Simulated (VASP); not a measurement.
# AgPtC4N4 (P-43m) in VASP: a series of runs

The runs below take AgPtC4N4 through single point, with PBE.

Everything below comes from runs of VASP 6.6.1. Logs are shortened: lines on timing, memory, paths and dates and some standing lists are left out, and cuts for length are marked.

### Step 1. The cell of the first run

Symmetry: P-43m, No. 215, cubic system. The conventional cell has a = 6.013 Å, b = 6.013 Å, c = 6.013 Å, α = 90.00°, β = 90.00°, γ = 90.00°. Within 2.8 Å of Ag (site symmetry -43m) lie 4 N at 2.12 Å. Within 2.5 Å of Pt (site symmetry -43m) lie 4 C at 1.92 Å. C (site symmetry 3m) has 1 N at 1.17 Å within 1.6 Å. Within 1.6 Å of N (site symmetry 3m) lie 1 C at 1.17 Å.

### Step 2. Single point, PBE, collinear spin

Input file INCAR:

```
ALGO = Normal
EDIFF = 1E-6
ENCUT = 520
GGA = PE
ISIF = 2
ISMEAR = 0
ISPIN = 2
LASPH = True
LCHARG = False
LMAXMIX = 4
LORBIT = 11
LREAL = False
LWAVE = False
MAGMOM = 1 1 0 0 0 0 0 0 0 0
NBANDS = 44
NELM = 150
PREC = Accurate
SIGMA = 0.1
```

Input file KPOINTS:

```
k-points
0
Gamma
  4 4 4
```

Input file POSCAR:

```
AgPtC4N4
1.0
    6.0125257000      0.0000000000      0.0000000000
    0.0000000000      6.0125257000      0.0000000000
    0.0000000000      0.0000000000      6.0125257000
Ag Pt C N
1 1 4 4
Direct
    0.5000000000      0.5000000000      0.5000000000
    0.0000000000      0.0000000000      0.0000000000
    0.1840791200      0.1840791200      0.1840791200
    0.1840791200      0.8159208800      0.8159208800
    0.8159208800      0.1840791200      0.8159208800
    0.8159208800      0.8159208800      0.1840791200
    0.2964278900      0.2964278900      0.2964278900
    0.2964278900      0.7035721100      0.7035721100
    0.7035721100      0.2964278900      0.7035721100
    0.7035721100      0.7035721100      0.2964278900
```

Potentials or basis: VASP PAW PBE potentials, release 64 (Ag, Pt, C, N).

On the command line:

```
$ cat potpaw_PBE.64/Ag/POTCAR potpaw_PBE.64/Pt/POTCAR potpaw_PBE.64/C/POTCAR potpaw_PBE.64/N/POTCAR > POTCAR
$ mpirun -np 1 vasp_std > vasp.out
```

OUTCAR:

```text
EDIFF = 1E-6
   ENCUT = 520
   GGA = PE
   ISIF = 2
   ISMEAR = 0
   ISPIN = 2
   LASPH = True
   LORBIT = 11
   LREAL = False
   NELM = 150
   PREC = Accurate

 ion  position               nearest neighbor table
   1  0.500  0.500  0.500-   7 2.12   8 2.12   9 2.12  10 2.12
   2  0.000  0.000  0.000-   3 1.92   4 1.92   5 1.92   6 1.92
   3  0.184  0.184  0.184-   7 1.17   2 1.92
   4  0.184  0.816  0.816-   8 1.17   2 1.92
   5  0.816  0.184  0.816-   9 1.17   2 1.92
   6  0.816  0.816  0.184-  10 1.17   2 1.92
   7  0.296  0.296  0.296-   3 1.17   1 2.12
   8  0.296  0.704  0.704-   4 1.17   1 2.12
   9  0.704  0.296  0.704-   5 1.17   1 2.12
  10  0.704  0.704  0.296-   6 1.17   1 2.12

  LATTYP: Found a simple cubic cell.
 ALAT       =     6.0125257000

  Lattice vectors:

 A1 = (   6.0125257000,   0.0000000000,   0.0000000000)
 A2 = (   0.0000000000,   6.0125257000,   0.0000000000)
 A3 = (   0.0000000000,   0.0000000000,   6.0125257000)

Analysis of symmetry for initial positions (statically):
=====================================================================
 Subroutine PRICEL returns:
 Original cell was already a primitive cell.

 Routine SETGRP: Setting up the symmetry group for a
 simple cubic supercell.

 Subroutine GETGRP returns: Found 24 space group operations
 (whereof 24 operations were pure point group operations)
 out of a pool of 48 trial point group operations.

The static configuration has the point symmetry T_d .

Analysis of symmetry for dynamics (positions and initial velocities):
=====================================================================
 Subroutine PRICEL returns:
 Original cell was already a primitive cell.

 Routine SETGRP: Setting up the symmetry group for a
 simple cubic supercell.

 Subroutine GETGRP returns: Found 24 space group operations
 (whereof 24 operations were pure point group operations)
 out of a pool of 48 trial point group operations.

The dynamic configuration has the point symmetry T_d .

Analysis of structural, dynamic, and magnetic symmetry:
=====================================================================
 Subroutine PRICEL returns:
 Original cell was already a primitive cell.

 Routine SETGRP: Setting up the symmetry group for a
 simple cubic supercell.

 Subroutine GETGRP returns: Found 24 space group operations
 (whereof 24 operations were pure point group operations)
 out of a pool of 48 trial point group operations.

The overall configuration has the point symmetry T_d .

 Subroutine INISYM returns: Found 24 space group operations
 (whereof 24 operations are pure point group operations),
 and found     1 'primitive' translations

----------------------------------------------------------------------------------------

                                     Primitive cell

  volume of cell :     217.3556

  direct lattice vectors                    reciprocal lattice vectors
     6.012525700  0.000000000  0.000000000     0.166319455  0.000000000  0.000000000
     0.000000000  6.012525700  0.000000000     0.000000000  0.166319455  0.000000000
     0.000000000  0.000000000  6.012525700     0.000000000  0.000000000  0.166319455

  length of vectors
     6.012525700  6.012525700  6.012525700     0.166319455  0.166319455  0.166319455

  position of ions in fractional coordinates (direct lattice)
     0.500000000  0.500000000  0.500000000
     0.000000000  0.000000000  0.000000000
     0.184079120  0.184079120  0.184079120
     0.184079120  0.815920880  0.815920880
     0.815920880  0.184079120  0.815920880
     0.815920880  0.815920880  0.184079120
     0.296427890  0.296427890  0.296427890
     0.296427890  0.703572110  0.703572110
     0.703572110  0.296427890  0.703572110
     0.703572110  0.703572110  0.296427890

  ion indices of the primitive-cell ions
   primitive index   ion index
                 1           1
                 2           2
                 3           3
                 4           4
                 5           5
                 6           6
                 7           7
                 8           8
                 9           9
                10          10

----------------------------------------------------------------------------------------

 KPOINTS: k-points

Automatic generation of k-mesh.
 Grid dimensions read from file:
 generate k-points for:    4    4    4

 Generating k-lattice:

  Cartesian coordinates                     Fractional coordinates (reciprocal lattice)
     0.041579864  0.000000000  0.000000000     0.250000000  0.000000000  0.000000000
     0.000000000  0.041579864  0.000000000     0.000000000  0.250000000  0.000000000
     0.000000000  0.000000000  0.041579864     0.000000000  0.000000000  0.250000000

  Length of vectors
     0.041579864  0.041579864  0.041579864

  Shift w.r.t. Gamma in fractional coordinates (k-lattice)
     0.000000000  0.000000000  0.000000000

 Subroutine IBZKPT returns following result:
 ===========================================

 Found     10 irreducible k-points:

 Following reciprocal coordinates:
            Coordinates               Weight
  0.000000  0.000000  0.000000      1.000000
  0.250000  0.000000  0.000000      6.000000
  0.500000  0.000000  0.000000      3.000000
  0.250000  0.250000  0.000000     12.000000
  0.500000  0.250000  0.000000     12.000000
  0.500000  0.500000  0.000000      3.000000
  0.250000  0.250000  0.250000      8.000000
  0.500000  0.250000  0.250000     12.000000
  0.500000  0.500000  0.250000      6.000000
  0.500000  0.500000  0.500000      1.000000
   k-points           NKPTS =     10   k-points in BZ     NKDIM =     10   number of bands    NBANDS=     44
   number of dos      NEDOS =    301   number of ions     NIONS =     10
   total plane-waves  NPLWV = 110592
   dimension x,y,z NGX =    48 NGY =   48 NGZ =   48
   dimension x,y,z NGXF=    96 NGYF=   96 NGZF=   96
   ions per type =               1   1   4   4
   NGX,Y,Z   is equivalent  to a cutoff of  13.27, 13.27, 13.27 a.u.
   NGXF,Y,Z  is equivalent  to a cutoff of  26.54, 26.54, 26.54 a.u.
 SYSTEM =  unknown system
   PREC   = accura    normal or accurate (medium, high low for compatibility)
   ISTART =      0    job   : 0-new  1-cont  2-samecut
   ICHARG =      2    charge: 1-file 2-atom 10-const
   ISPIN  =      2    spin polarized calculation?
   LNONCOLLINEAR =      F non collinear calculations
   LSORBIT =      F    spin-orbit coupling
   LASPH  =      T    aspherical Exc in radial PAW
   ENCUT  =  520.0 eV  38.22 Ry    6.18 a.u.  11.18 11.18 11.18*2*pi/ulx,y,z
   NELM   =    150;   NELMIN=  2; NELMDL= -5     # of ELM steps
   EDIFF  = 0.1E-05   stopping-criterion for ELM
   LREAL  =      F    real-space projection
   EDIFFG = 0.1E-04   stopping-criterion for IOM
   NSW    =      0    number of steps for IOM
   IBRION =     -1    ionic relax: 0-MD 1-quasi-New 2-CG
   NFREE  =      0    steps in history (QN), initial steepest desc. (CG)
   ISIF   =      2    stress and relaxation
   ISYM   =      2    0-nonsym 1-usesym 2-fastsym
   POTIM  = 0.5000    time-step for ionic-motion
   TEBEG  =    0.0;   TEEND  =   0.0 temperature during run
   PSTRESS=    0.0 pullay stress
   NELECT =      57.0000    total number of electrons
   NUPDOWN=      -1.0000    fix difference up-down
   EMIN   =  10.00;   EMAX   =-10.00  energy-range for DOS
   EFERMI =   0.00;   METHOD = LEGACY
   ISMEAR =     0;   SIGMA  =   0.10  broadening in eV -4-tet -1-fermi 0-gaus
   EFERMI_NEDOS =   21; number of points for ismear=-14 and -15
   IALGO  =     38    algorithm
   IMIX   =      4    mixing-type and parameters
     AMIX     =   0.40;   BMIX     =  1.00
     AMIX_MAG =   1.60;   BMIX_MAG =  1.00
  volume/ion in A,a.u.               =      21.74       146.68
  Fermi-wavevector in a.u.,A,eV,Ry     =   1.047875  1.980197 14.939770  1.098042
  Thomas-Fermi vector in A             =   2.182773
   LORBIT       =     11    0 simple, 1 ext, 2 COOP (PROOUT), +10 PAW based schemes
   GGA     = PE    functional components
   LHFCALC =     F    Hartree Fock is set to
   AEXX    =    0.0000 exact exchange contribution
   IVDW    =     0    specifies the selected vdW correction
   LEPSILON=     F    determine dielectric tensor
   LRPA    =     F    only Hartree local field effects (RPA)
 spin polarized calculation
 Gauss-broadening in eV      SIGMA  =   0.10
  energy-cutoff  :      520.00
  volume of cell :      217.36
 maximum number of plane-waves:      5904
 NGX is ok and might be reduce to    48
   NGX = 23   NGY = 23   NGZ = 23

 number of electron      56.9999995 magnetization       2.8666036

 Free energy of the ion-electron system (eV)
  ---------------------------------------------------
  ext. energy  EPLUGINS =         0.00000000
  ---------------------------------------------------
  free energy    TOTEN  =       -71.01994410 eV

  energy without entropy =      -71.00573367  energy(sigma->0) =      -71.01283889

 E-fermi :  -1.0667     XC(G=0):  -7.1882

 val. band max:       -1.1027894333   @ k =   0.0000   0.0000   0.0000
 cond. band min:      -1.0199515775   @ k =   0.5000   0.5000   0.5000
 fundamental gap:      0.0828378559
 Fermi energy:        -1.0666683097

 spin component 1

 k-point     1 :       0.0000    0.0000    0.0000
  band No.  band energies     occupation
      1     -18.5172      1.00000
      2     -18.4228      1.00000
      3     -18.4228      1.00000
      4     -18.4228      1.00000
      5     -10.0174      1.00000
      6      -9.2971      1.00000
[... 32 lines left out ...]
     39       4.5921      0.00000
[... 386 lines left out ...]
     39       5.7902      0.00000
     40       6.5755      0.00000
 Fermi energy:        -1.0666683097

 spin component 2

 k-point     1 :       0.0000    0.0000    0.0000
  band No.  band energies     occupation
      1     -18.2601      1.00000
      2     -18.1648      1.00000
      3     -18.1648      1.00000
      4     -18.1648      1.00000
      5      -9.5865      1.00000
      6      -8.8170      1.00000
[... 32 lines left out ...]
     39       4.8571      0.00000
[... 386 lines left out ...]
     39       6.0090      0.00000
     40       6.7264      0.00000
 [bands above 40 left out]

------------------------ aborting loop because EDIFF is reached ----------------------------------------

  FORCE on cell =-STRESS in cart. coord.  units (eV):
  Direction    XX          YY          ZZ          XY          YZ          ZX
  --------------------------------------------------------------------------------------
  -------------------------------------------------------------------------------------
  Total        6.9657686      6.9657686      6.9657686     -0.0000000      0.0000000     -0.0000000
  in kB       51.3462568     51.3462568     51.3462568     -0.0000000      0.0000000     -0.0000000
  external PRESSURE =      51.3462568 kB  Pullay stress =       0.0000000 kB

 VOLUME and BASIS-vectors are now :
 -----------------------------------------------------------------------------
  energy-cutoff  :      520.00
  volume of cell :      217.36
      direct lattice vectors                 reciprocal lattice vectors
     6.012525700  0.000000000  0.000000000     0.166319455  0.000000000  0.000000000
     0.000000000  6.012525700  0.000000000     0.000000000  0.166319455  0.000000000
     0.000000000  0.000000000  6.012525700     0.000000000  0.000000000  0.166319455

 POSITION                                       TOTAL-FORCE (eV/Angst)
 -----------------------------------------------------------------------------------
      3.00626      3.00626      3.00626        -0.000000      0.000000     -0.000000
      0.00000      0.00000      0.00000         0.000000     -0.000000     -0.000000
      1.10678      1.10678      1.10678         0.341570      0.341570      0.341570
      1.10678      4.90575      4.90575         0.341570     -0.341570     -0.341570
      4.90575      1.10678      4.90575        -0.341570      0.341570     -0.341570
      4.90575      4.90575      1.10678        -0.341570     -0.341570      0.341570
      1.78228      1.78228      1.78228         0.218577      0.218577      0.218577
      1.78228      4.23025      4.23025         0.218577     -0.218577     -0.218577
      4.23025      1.78228      4.23025        -0.218577      0.218577     -0.218577
      4.23025      4.23025      1.78228        -0.218577     -0.218577      0.218577
 -----------------------------------------------------------------------------------
    total drift:                                0.000000      0.000000     -0.000000

  FREE ENERGIE OF THE ION-ELECTRON SYSTEM (eV)
  ---------------------------------------------------
  free  energy   TOTEN  =       -71.0199440990 eV

  energy  without entropy=      -71.0057336723  energy(sigma->0) =      -71.01283889

 total charge

# of ion       s       p       d       tot
------------------------------------------
    1        0.306   0.389   9.144   9.839
    2        0.825   1.123   7.991   9.939
    3        0.947   1.670   0.000   2.618
    4        0.947   1.670   0.000   2.618
    5        0.947   1.670   0.000   2.618
    6        0.947   1.670   0.000   2.618
    7        1.312   2.537   0.000   3.849
    8        1.312   2.537   0.000   3.849
    9        1.312   2.537   0.000   3.849
   10        1.312   2.537   0.000   3.849
--------------------------------------------------
tot         10.166  18.341  17.135  45.642

 magnetization (x)

# of ion       s       p       d       tot
------------------------------------------
    1        0.001   0.011   0.219   0.232
    2        0.008   0.367   0.743   1.118
    3        0.023   0.046   0.000   0.069
    4        0.023   0.046   0.000   0.069
    5        0.023   0.046   0.000   0.069
    6        0.023   0.046   0.000   0.069
    7        0.007   0.152   0.000   0.159
    8        0.007   0.152   0.000   0.159
    9        0.007   0.152   0.000   0.159
   10        0.007   0.152   0.000   0.159
--------------------------------------------------
tot          0.128   1.173   0.962   2.262
```

Wall time 98 s (1 thread of Intel Xeon 6975P-C (Granite Rapids), shared host); peak memory 0.49 GiB.

Results:

```yaml
Free_energy: -71.0199 eV
Pressure: 5.1 GPa
Largest_force: 0.592 eV/Å
Net_moment: 2.87 μB per cell
Site_moments: Ag +0.23; Pt +1.12; C +0.07; N +0.16 μB
Valence_electrons_inside_the_program's_atomic_spheres: Ag 9.84; Pt 9.94; C 2.62; N 3.85
```

Forces in eV/Å, atoms in the order of the input:
```
Ag   0.000  0.000  0.000
Pt   0.000  0.000  0.000
C    0.342  0.342  0.342
C    0.342 -0.342 -0.342
C   -0.342  0.342 -0.342
C   -0.342 -0.342  0.342
N    0.219  0.219  0.219
N    0.219 -0.219 -0.219
N   -0.219  0.219 -0.219
N   -0.219 -0.219  0.219
```

Levels at points of the mesh, in eV from the Fermi level:
Spin up:
| k point | band 27 | band 28 | band 29 | band 30 | band 31 | band 32 | band 33 | band 34 |
| --- | --- | --- | --- | --- | --- | --- | --- | --- |
| (0.00, 0.00, 0.00) | -1.12 | -0.69 | -0.69 | -0.69 | 5.13 | 5.13 | 5.13 | 5.30 |
| (0.50, 0.00, 0.00) | -0.91 | -0.41 | -0.11 | -0.11 | 4.77 | 4.77 | 5.28 | 5.30 |
| (0.50, 0.50, 0.00) | -0.93 | -0.44 | -0.15 | -0.15 | 4.95 | 4.95 | 5.19 | 5.21 |
| (0.50, 0.50, 0.50) | -1.07 | -0.62 | -0.62 | -0.62 | 5.21 | 5.21 | 5.21 | 5.35 |
Spin down:
| k point | band 25 | band 26 | band 27 | band 28 | band 29 | band 30 |
| --- | --- | --- | --- | --- | --- | --- |
| (0.00, 0.00, 0.00) | -0.89 | -0.89 | -0.89 | -0.04 | -0.04 | -0.04 |
| (0.50, 0.00, 0.00) | -1.19 | -1.19 | -0.68 | 0.21 | 0.45 | 0.45 |
| (0.50, 0.50, 0.00) | -1.12 | -1.12 | -0.70 | 0.20 | 0.42 | 0.42 |
| (0.50, 0.50, 0.50) | -0.84 | -0.84 | -0.84 | 0.05 | 0.05 | 0.05 |

Caveat: the cell stands under pressure; spin-orbit coupling is left out, which moves the levels of the heavy elements.

[end of part 1 of 2]
